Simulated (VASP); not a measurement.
# ZnSe (Fm-3m) in VASP: a series of runs

ZnSe is run at these levels: PBE; tasks: vibrations by perturbation theory.

All numbers are computed with VASP 6.6.1; they aren't measurements. Logs are shortened: lines on timing, memory, paths and dates and some standing lists are left out, and cuts for length are marked.

### 1 The cell of the first run

It takes space group Fm-3m (No. 225, cubic). The conventional cell has a = 5.280 Å, b = 5.280 Å, c = 5.280 Å, α = 90.00°, β = 90.00°, γ = 90.00°. Within 3.5 Å of Zn (site symmetry m-3m) lie 6 Se at 2.64 Å. Within 3.5 Å of Se (site symmetry m-3m) lie 6 Zn at 2.64 Å.

### 2 Vibrations by perturbation theory, PBE

Contents of INCAR:

```
SYSTEM = ZnSe
PREC     = Accurate       ! precision mode
ENCUT    = 520            ! plane-wave cutoff, eV
EDIFF    = 1E-8           ! SCF threshold, eV
ISMEAR   = -1             ! smearing method
SIGMA    = 0.15           ! smearing width, eV
LREAL    = .False.        ! projectors in reciprocal space
LASPH    = .True.         ! aspherical terms in the spheres
NELM     = 80             ! most SCF steps
ALGO     = Normal         ! electronic algorithm
ISIF     = 2              ! what is computed and relaxed
LWAVE    = .False.        ! write WAVECAR
LCHARG   = .False.        ! write CHGCAR
GGA      = PE             ! functional
NBANDS   = 16             ! bands
IBRION   = 8              ! ionic algorithm
NSW      = 1              ! ionic steps
```

Contents of KPOINTS:

```
Automatic mesh
0
Gamma
  14 14 14
  0 0 0
```

Contents of POSCAR:

```
ZnSe
1.0
    0.0000000000      2.6399000000      2.6399000000
    2.6399000000      0.0000000000      2.6399000000
    2.6399000000      2.6399000000      0.0000000000
Zn Se
1 1
Direct
    0.0000000000      0.0000000000      0.0000000000
    0.5000000000      0.5000000000      0.5000000000
```

Potentials or basis: VASP PAW PBE potentials, release 64 (Zn, Se).

Command:

```sh
> cat potpaw_PBE.64/Zn/POTCAR potpaw_PBE.64/Se/POTCAR > POTCAR
> mpirun -np 1 vasp_std > vasp.out
```

OUTCAR:

```text
SYSTEM = ZnSe
   PREC = Accurate
   ENCUT = 520
   EDIFF = 1E-8
   ISMEAR = -1
   LREAL = .False.
   LASPH = .True.
   NELM = 80
   ISIF = 2
   GGA = PE
   IBRION = 8
   NSW = 1

 ion  position               nearest neighbor table
   1  0.000  0.000  0.000-   2 2.64   2 2.64   2 2.64   2 2.64   2 2.64   2 2.64
   2  0.500  0.500  0.500-   1 2.64   1 2.64   1 2.64   1 2.64   1 2.64   1 2.64

  LATTYP: Found a face centered cubic cell.
 ALAT       =     5.2798000000

  Lattice vectors:

 A1 = (   0.0000000000,   2.6399000000,   2.6399000000)
 A2 = (   2.6399000000,   0.0000000000,   2.6399000000)
 A3 = (   2.6399000000,   2.6399000000,   0.0000000000)

Analysis of symmetry for initial positions (statically):
=====================================================================
 Subroutine PRICEL returns:
 Original cell was already a primitive cell.

 Routine SETGRP: Setting up the symmetry group for a
 face centered cubic supercell.

 Subroutine GETGRP returns: Found 48 space group operations
 (whereof 48 operations were pure point group operations)
 out of a pool of 48 trial point group operations.

The static configuration has the point symmetry O_h .

Analysis of symmetry for dynamics (positions and initial velocities):
=====================================================================
 Subroutine PRICEL returns:
 Original cell was already a primitive cell.

 Routine SETGRP: Setting up the symmetry group for a
 face centered cubic supercell.

 Subroutine GETGRP returns: Found 48 space group operations
 (whereof 48 operations were pure point group operations)
 out of a pool of 48 trial point group operations.

The dynamic configuration has the point symmetry O_h .

 Subroutine INISYM returns: Found 48 space group operations
 (whereof 48 operations are pure point group operations),
 and found     1 'primitive' translations

----------------------------------------------------------------------------------------

                                     Primitive cell

  volume of cell :      36.7953

  direct lattice vectors                    reciprocal lattice vectors
     0.000000000  2.639900000  2.639900000    -0.189401114  0.189401114  0.189401114
     2.639900000  0.000000000  2.639900000     0.189401114 -0.189401114  0.189401114
     2.639900000  2.639900000  0.000000000     0.189401114  0.189401114 -0.189401114

  length of vectors
     3.733382383  3.733382383  3.733382383     0.328052352  0.328052352  0.328052352

  position of ions in fractional coordinates (direct lattice)
     0.000000000  0.000000000  0.000000000
     0.500000000  0.500000000  0.500000000

  ion indices of the primitive-cell ions
   primitive index   ion index
                 1           1
                 2           2

----------------------------------------------------------------------------------------

 KPOINTS: Automatic mesh

Automatic generation of k-mesh.
 Grid dimensions read from file:
 generate k-points for:   14   14   14

 Generating k-lattice:

  Cartesian coordinates                     Fractional coordinates (reciprocal lattice)
    -0.013528651  0.013528651  0.013528651     0.071428571  0.000000000  0.000000000
     0.013528651 -0.013528651  0.013528651     0.000000000  0.071428571  0.000000000
     0.013528651  0.013528651 -0.013528651     0.000000000  0.000000000  0.071428571

  Length of vectors
     0.023432311  0.023432311  0.023432311

  Shift w.r.t. Gamma in fractional coordinates (k-lattice)
     0.000000000  0.000000000  0.000000000

[... 67 lines left out ...]
   IALGO  =     38    algorithm
   IMIX   =      4    mixing-type and parameters
     AMIX     =   0.40;   BMIX     =  1.00
     AMIX_MAG =   1.60;   BMIX_MAG =  1.00
  volume/ion in A,a.u.               =      18.40       124.15
  Fermi-wavevector in a.u.,A,eV,Ry     =   1.289936  2.437626 22.639211  1.663935
  Thomas-Fermi vector in A             =   2.421798
   LORBIT       =      0    0 simple, 1 ext, 2 COOP (PROOUT), +10 PAW based schemes
   GGA     = PE    functional components
   LHFCALC =     F    Hartree Fock is set to
   AEXX    =    0.0000 exact exchange contribution
   IVDW    =     0    specifies the selected vdW correction
   LEPSILON=     F    determine dielectric tensor
   LRPA    =     F    only Hartree local field effects (RPA)
 non-spin polarized calculation
  energy-cutoff  :      520.00
  volume of cell :       36.80
 maximum number of plane-waves:      1010
   NGX = 13   NGY = 13   NGZ = 13

--------------------------------------- Ionic step        1  -------------------------------------------

 number of electron      18.0000007 magnetization

 Free energy of the ion-electron system (eV)
  ---------------------------------------------------
  ext. energy  EPLUGINS =         0.00000000
  ---------------------------------------------------
  free energy    TOTEN  =        -5.41251157 eV

  energy without entropy =       -5.37578370  energy(sigma->0) =       -5.39414763

 E-fermi :   3.6630     XC(G=0): -10.6501

 val. band max:        3.6198032112   @ k =  -0.2143   0.1429   0.0000
 cond. band min:       3.6648206338   @ k =   0.3571   0.3571   0.0000
 fundamental gap:      0.0450174226
 Fermi energy:         3.6630278186

 k-point     1 :       0.0000    0.0000    0.0000
  band No.  band energies     occupation
      1     -10.5792      2.00000
      2      -3.0979      2.00000
      3      -3.0979      2.00000
      4      -3.0784      2.00000
      5      -3.0784      2.00000
      6      -3.0784      2.00000
[... 433 lines left out ...]
      3      -3.1532      2.00000
      4      -3.1432      2.00000
      5      -3.0285      2.00000
      6      -3.0005      2.00000
[... 8 lines left out ...]
     15      15.6302      0.00000
     16      15.7832      0.00000

 [... further k-points ...]
[... 5 lines left out ...]
  --------------------------------------------------------------------------------------
  -------------------------------------------------------------------------------------
  Total        0.9743495      0.9743495      0.9743495     -0.0000000     -0.0000000      0.0000000
  in kB       42.4260837     42.4260837     42.4260837     -0.0000000     -0.0000000      0.0000000
  external PRESSURE =      42.4260837 kB  Pullay stress =       0.0000000 kB

 VOLUME and BASIS-vectors are now :
 -----------------------------------------------------------------------------
  energy-cutoff  :      520.00
  volume of cell :       36.80
      direct lattice vectors                 reciprocal lattice vectors
     0.000000000  2.639900000  2.639900000    -0.189401114  0.189401114  0.189401114
     2.639900000  0.000000000  2.639900000     0.189401114 -0.189401114  0.189401114
     2.639900000  2.639900000  0.000000000     0.189401114  0.189401114 -0.189401114

 POSITION                                       TOTAL-FORCE (eV/Angst)
 -----------------------------------------------------------------------------------
      0.00000      0.00000      0.00000         0.000000      0.000000      0.000000
      2.63990      2.63990      2.63990         0.000000      0.000000      0.000000
 -----------------------------------------------------------------------------------
    total drift:                               -0.000000      0.000000      0.000000

  FREE ENERGIE OF THE ION-ELECTRON SYSTEM (eV)
  ---------------------------------------------------
  free  energy   TOTEN  =        -5.4125115707 eV

  energy  without entropy=       -5.3757836952  energy(sigma->0) =       -5.39414763

[... ionic steps 2 to 3 ...]

--------------------------------------- Ionic step        4  -------------------------------------------

------------------------ aborting loop because EDIFF is reached ----------------------------------------

[... ionic steps 5 to 6 ...]

--------------------------------------- Ionic step        7  -------------------------------------------

 Free energy of the ion-electron system (eV)
  ---------------------------------------------------
  ---------------------------------------------------
  free energy    TOTEN  =        -0.07981593 eV

  energy without entropy =       -0.07981591

------------------------ aborting loop because EDIFF is reached ----------------------------------------

 INTERNAL STRAIN TENSOR  FOR ION    2  DIRECTION 1   (eV/Angst):
 -----------------------------------------------------------------------------
    -0.04760  0.00000  0.00000
     0.00000  0.03414 -0.00000
     0.00000 -0.00000  0.03414

 INTERNAL STRAIN TENSOR FOR ION    2 for displacements in x,y,z  (eV/Angst):
          X           Y           Z          XY          YZ          ZX
  --------------------------------------------------------------------------------
  x     0.00000     0.00000     0.00000     0.00000     0.00000     0.00000
  y     0.00000     0.00000     0.00000     0.00000     0.00000     0.00000
  z     0.00000     0.00000     0.00000     0.00000     0.00000     0.00000

 SECOND DERIVATIVES (NOT SYMMETRIZED)
 ------------------------------------
               1X          1Y          1Z          2X          2Y          2Z
  1X    -1.195244    0.000000    0.000000    1.195244    0.000000    0.000000
  1Y     0.000000   -1.195244    0.000000    0.000000    1.195244    0.000000
  1Z     0.000000    0.000000   -1.195244    0.000000    0.000000    1.195244
  2X     1.177174    0.000000    0.000000   -1.177174    0.000000    0.000000
  2Y     0.000000    1.177174    0.000000    0.000000   -1.177174    0.000000
  2Z     0.000000    0.000000    1.177174    0.000000    0.000000   -1.177174

 Eigenvectors and eigenvalues of the dynamical matrix
 ----------------------------------------------------

   1 f  =    2.847994 THz    17.894474 2PiTHz   94.998853 cm-1    11.778351 meV
             X         Y         Z           dx          dy          dz
      0.000000  0.000000  0.000000    -0.000000   -0.742142    0.000000
      2.639900  2.639900  2.639900     0.000000    0.670243    0.000000
[... 21 lines left out ...]
   6 f/i=    0.010791 THz     0.067799 2PiTHz    0.359933 cm-1     0.044626 meV
             X         Y         Z           dx          dy          dz
      0.000000  0.000000  0.000000    -0.197575    0.640460    0.000000
      2.639900  2.639900  2.639900    -0.218770    0.709164    0.000000

--------------------------------------------------------------------------------------------------------

 ELASTIC MODULI CONTR FROM IONIC RELAXATION (kBar)
 Direction    XX          YY          ZZ          XY          YZ          ZX
 --------------------------------------------------------------------------------
 XX           0.0000      0.0000      0.0000      0.0000      0.0000      0.0000
 YY           0.0000      0.0000      0.0000      0.0000      0.0000      0.0000
 ZZ           0.0000      0.0000      0.0000      0.0000      0.0000      0.0000
 XY           0.0000      0.0000      0.0000      0.0000      0.0000      0.0000
 YZ           0.0000      0.0000      0.0000      0.0000      0.0000      0.0000
 ZX           0.0000      0.0000      0.0000      0.0000      0.0000      0.0000
 --------------------------------------------------------------------------------
```

It took 4.8 min on 1 thread of AMD EPYC 9R45 (Zen 5), shared host; peak memory 0.39 GiB.

Results:

- Highest phonon frequency at Γ, LO-TO splitting left out: 95 cm⁻¹

Phonon frequencies in cm⁻¹ (negative: imaginary):
```tsv
q point	frequencies
(0.000, 0.000, 0.000)	0 0 0 95 95 95
```

Caveat: the cell wasn't relaxed at this level first, which shifts response properties.

### 3 Vibrations by perturbation theory, PBE

Contents of INCAR:

```
PREC = Accurate ; ENCUT = 520
EDIFF = 1E-8 ; ISMEAR = 1
SIGMA = 0.2 ; LREAL = False
LASPH = True ; NELM = 80
ALGO = Normal ; ISIF = 2
LWAVE = False ; LCHARG = False
GGA = PE ; NBANDS = 16
IBRION = 8 ; NSW = 1
```

Contents of KPOINTS:

```
Automatic mesh
0
Gamma
  14 14 14
```

POSCAR is that of step 2.

Potentials or basis: VASP PAW PBE potentials, release 64 (Zn, Se).

Command:

```sh
> cat potpaw_PBE.64/Zn/POTCAR potpaw_PBE.64/Se/POTCAR > POTCAR
> mpirun -np 1 vasp_std > vasp.out
```

OUTCAR:

```text
PREC = Accurate
   ENCUT = 520
   EDIFF = 1E-8
   ISMEAR = 1
   LREAL = False
   LASPH = True
   NELM = 80
   ISIF = 2
   GGA = PE
   IBRION = 8
   NSW = 1

 ion  position               nearest neighbor table
   1  0.000  0.000  0.000-   2 2.64   2 2.64   2 2.64   2 2.64   2 2.64   2 2.64
   2  0.500  0.500  0.500-   1 2.64   1 2.64   1 2.64   1 2.64   1 2.64   1 2.64

  LATTYP: Found a face centered cubic cell.
 ALAT       =     5.2798000000

  Lattice vectors:

 A1 = (   0.0000000000,   2.6399000000,   2.6399000000)
 A2 = (   2.6399000000,   0.0000000000,   2.6399000000)
 A3 = (   2.6399000000,   2.6399000000,   0.0000000000)

Analysis of symmetry for initial positions (statically):
=====================================================================
 Subroutine PRICEL returns:
 Original cell was already a primitive cell.

 Routine SETGRP: Setting up the symmetry group for a
 face centered cubic supercell.

 Subroutine GETGRP returns: Found 48 space group operations
 (whereof 48 operations were pure point group operations)
 out of a pool of 48 trial point group operations.

The static configuration has the point symmetry O_h .

Analysis of symmetry for dynamics (positions and initial velocities):
=====================================================================
 Subroutine PRICEL returns:
 Original cell was already a primitive cell.

 Routine SETGRP: Setting up the symmetry group for a
 face centered cubic supercell.

[... 641 lines left out ...]
      2.63990      2.63990      2.63990         0.000000     -0.000000     -0.000000
 -----------------------------------------------------------------------------------
    total drift:                               -0.000000      0.000000      0.000000

  FREE ENERGIE OF THE ION-ELECTRON SYSTEM (eV)
  ---------------------------------------------------
  free  energy   TOTEN  =        -5.3917552547 eV

  energy  without entropy=       -5.3916015635  energy(sigma->0) =       -5.39170402

[... ionic steps 2 to 3 ...]

--------------------------------------- Ionic step        4  -------------------------------------------

------------------------ aborting loop because EDIFF is reached ----------------------------------------

[... ionic steps 5 to 6 ...]

--------------------------------------- Ionic step        7  -------------------------------------------

 Free energy of the ion-electron system (eV)
  ---------------------------------------------------
  ---------------------------------------------------
  free energy    TOTEN  =        -0.07990593 eV

  energy without entropy =       -0.07990593

------------------------ aborting loop because EDIFF is reached ----------------------------------------

 INTERNAL STRAIN TENSOR  FOR ION    2  DIRECTION 1   (eV/Angst):
 -----------------------------------------------------------------------------
    -0.04817 -0.00000  0.00000
    -0.00000  0.03453 -0.00000
     0.00000 -0.00000  0.03453

 INTERNAL STRAIN TENSOR FOR ION    2 for displacements in x,y,z  (eV/Angst):
          X           Y           Z          XY          YZ          ZX
  --------------------------------------------------------------------------------
  x     0.00000     0.00000     0.00000     0.00000     0.00000     0.00000
  y     0.00000     0.00000     0.00000     0.00000     0.00000     0.00000
  z     0.00000     0.00000     0.00000     0.00000     0.00000     0.00000

 SECOND DERIVATIVES (NOT SYMMETRIZED)
 ------------------------------------
               1X          1Y          1Z          2X          2Y          2Z
  1X    -1.136322    0.000000    0.000000    1.136322    0.000000    0.000000
  1Y     0.000000   -1.136322    0.000000    0.000000    1.136322    0.000000
  1Z     0.000000    0.000000   -1.136322    0.000000    0.000000    1.136322
  2X     1.118014    0.000000    0.000000   -1.118014    0.000000    0.000000
  2Y     0.000000    1.118014    0.000000    0.000000   -1.118014    0.000000
  2Z     0.000000    0.000000    1.118014    0.000000    0.000000   -1.118014

 Eigenvectors and eigenvalues of the dynamical matrix
 ----------------------------------------------------

   1 f  =    2.776281 THz    17.443891 2PiTHz   92.606781 cm-1    11.481772 meV
             X         Y         Z           dx          dy          dz
      0.000000  0.000000  0.000000     0.742310    0.000000    0.000000
      2.639900  2.639900  2.639900    -0.670057    0.000000    0.000000
[... 21 lines left out ...]
   6 f/i=    0.011215 THz     0.070464 2PiTHz    0.374079 cm-1     0.046380 meV
             X         Y         Z           dx          dy          dz
      0.000000  0.000000  0.000000    -0.611823    0.272967   -0.011769
      2.639900  2.639900  2.639900    -0.677796    0.302401   -0.013038

--------------------------------------------------------------------------------------------------------

 ELASTIC MODULI CONTR FROM IONIC RELAXATION (kBar)
 Direction    XX          YY          ZZ          XY          YZ          ZX
 --------------------------------------------------------------------------------
 XX           0.0000      0.0000      0.0000      0.0000      0.0000      0.0000
 YY           0.0000      0.0000      0.0000      0.0000      0.0000      0.0000
 ZZ           0.0000      0.0000      0.0000      0.0000      0.0000      0.0000
 XY           0.0000      0.0000      0.0000      0.0000      0.0000      0.0000
 YZ           0.0000      0.0000      0.0000      0.0000      0.0000      0.0000
 ZX           0.0000      0.0000      0.0000      0.0000      0.0000      0.0000
 --------------------------------------------------------------------------------
```

OSZICAR:

```text
N       E                     dE             d eps       ncg     rms          rms(c)
DAV:   1     0.847805443320E+02    0.84781E+02   -0.89144E+03  3336   0.137E+03
DAV:   2    -0.887800434595E+00   -0.85668E+02   -0.80534E+02  3816   0.255E+02
DAV:   3    -0.569139620439E+01   -0.48036E+01   -0.47794E+01  3944   0.586E+01
[... 41 lines left out ...]
RMM:   8    -0.799071248611E-01   -0.13677E-05   -0.39478E-07 14269   0.408E-04    0.161E-04
RMM:   9    -0.799059766775E-01    0.11482E-05   -0.38691E-07 14062   0.142E-04    0.718E-06
RMM:  10    -0.799059031590E-01    0.73519E-07   -0.37815E-07 14725   0.557E-05    0.723E-06
RMM:  11    -0.799059240122E-01   -0.20853E-07   -0.38997E-07 12734   0.362E-05    0.122E-06
RMM:  12    -0.799059181469E-01    0.58653E-08   -0.30402E-07  9743   0.300E-05    0.319E-07
RMM:  13    -0.799059277873E-01   -0.96404E-08   -0.15315E-07  6198   0.279E-05    0.833E-08
 Linear response finished
```

It took 4.7 min on 1 thread of AMD EPYC 9R45 (Zen 5), shared host; peak memory 0.39 GiB.

What came out:

- Highest phonon frequency at Γ, LO-TO splitting left out: 93 cm⁻¹

Phonon frequencies in cm⁻¹ (negative: imaginary):
```
              q point     frequencies
(0.000, 0.000, 0.000)  0 0 0 93 93 93
```

Caveat: the cell wasn't relaxed at this level first, which shifts response properties.
